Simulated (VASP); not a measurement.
A run of VASP 6.6.1 is set up as follows.

INCAR

```
ALGO = Normal
EDIFF = 1E-7
ENCUT = 520
GGA = PE
ISIF = 2
ISMEAR = 0
LASPH = T
LCHARG = T
LELF = T
LREAL = F
LVHAR = T
LWAVE = F
NBANDS = 56
NELM = 80
PREC = Accurate
SIGMA = 0.02
```

KPOINTS

```
k-points
0
Gamma
  6 6 6
```

Contents of POSCAR:

```
PdPt3Se8
1.0
    7.5009941822      0.0000000000      0.0000000000
   -3.7504970911      6.4960515154      0.0000000000
    0.0000000000      0.0000000000      6.2823573000
Pd Pt Se
1 3 8
Direct
    0.0000000000      0.0000000000      0.0000000000
    0.0000000000      0.5000000000      0.0000000000
    0.5000000000      0.5000000000      0.0000000000
    0.5000000000      0.0000000000      0.0000000000
    0.3333333333      0.6666666667      0.7916960000
    0.3342070000      0.1671035000      0.7921000000
    0.8328965000      0.6657930000      0.7921000000
    0.8328965000      0.1671035000      0.7921000000
    0.1671035000      0.8328965000      0.2079000000
    0.1671035000      0.3342070000      0.2079000000
    0.6657930000      0.8328965000      0.2079000000
    0.6666666667      0.3333333333      0.2083040000
```

Potentials or basis: VASP PAW PBE potentials, release 64 (Pd, Pt, Se).

Run with:

```sh
$ cat potpaw_PBE.64/Pd/POTCAR potpaw_PBE.64/Pt/POTCAR potpaw_PBE.64/Se/POTCAR > POTCAR
$ mpirun -np 1 vasp_std > vasp.out
```

Problem. What does it give for the largest force?

Solution. 0.004 eV/Å.

Problem. Predict the band gap on the k mesh.

Solution. 0.47 eV (least direct gap 0.76 eV).

Forces on the atoms (eV/Å):
```
Pd   0.000  0.000  0.000
Pt   0.000  0.000  0.000
Pt   0.000  0.000  0.000
Pt   0.000  0.000  0.000
Se   0.000  0.000  0.000
Se   0.003  0.002  0.000
Se   0.000 -0.004  0.000
Se  -0.003  0.002  0.000
Se   0.003 -0.002  0.000
Se   0.000  0.004  0.000
Se  -0.003 -0.002  0.000
Se   0.000  0.000  0.000
```

Caveat: spin-orbit coupling is left out, which moves the levels of the heavy elements. A k mesh can miss the band edges.
